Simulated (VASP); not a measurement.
The system is Li2Se.

```
CELL_PARAMETERS angstrom
0.00000 2.99352 2.99352
2.99352 0.00000 2.99352
2.99352 2.99352 0.00000
ATOMIC_POSITIONS crystal
Se 0.00000 0.00000 0.00000
Li 0.25000 0.25000 0.25000
Li 0.75000 0.75000 0.75000
```

Base run:

* Program: VASP 6.6.1
* Functional: r2SCAN
* Potentials or basis: VASP PAW PBE potentials, release 64 (Se, Li_sv)
* Cutoff: 830 eV
* k mesh: 8 × 8 × 8
* Occupations: gaussian, width 0.01 eV
* Spin: no spin polarisation

Its results: band gap on the k mesh 3.46 eV (least direct gap 4.18 eV); pressure -0.2 GPa.

Q: The run is repeated on the same cell with these changes: functional from r2SCAN to PBE; cutoff from 830 eV to 750 eV; occupations from gaussian, width 0.01 eV to fermi-dirac, width 0.02 eV. What comes out?

A: Band gap on the k mesh 2.97 eV (least direct gap 3.42 eV); pressure 0.3 GPa.

Caveats: the PAW data sets were made with another functional, which shifts forces and pressure a little (at least some runs).

A k mesh can miss the band edges.
